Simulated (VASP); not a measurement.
Crystal: BN.

```
CELL_PARAMETERS angstrom
1.24272 0.71749 3.35030
-1.24272 0.71749 3.35030
0.00000 -1.43497 3.35030
ATOMIC_POSITIONS crystal
N 0.66724 0.66724 0.66724
B 0.00033 0.00033 0.00033
```

This cell differs from its parent crystal: volume scaled by 0.98.

Base run:

* Program: VASP 6.6.1
* Functional: PBEsol
* Potentials or basis: VASP PAW PBE potentials, release 64 (N, B)
* Cutoff: 520 eV
* k mesh: 12 × 12 × 12
* Occupations: fermi-dirac, width 0.05 eV
* Spin: no spin polarisation

Its results: band gap on the k mesh 4.20 eV, indirect (least direct gap 4.68 eV); pressure 6.1 GPa.

**Question.** The run is repeated on the same cell with these changes: functional from PBEsol to r2SCAN. What comes out?

**Answer.** Band gap on the k mesh 4.86 eV, indirect (least direct gap 5.45 eV); pressure 5.2 GPa.

r2SCAN gives the wider gap, since meta-GGAs in the generalised Kohn-Sham scheme recover part of the derivative discontinuity.

Caveats: the PAW data sets were made with another functional, which shifts forces and pressure a little.

A k mesh can miss the band edges.
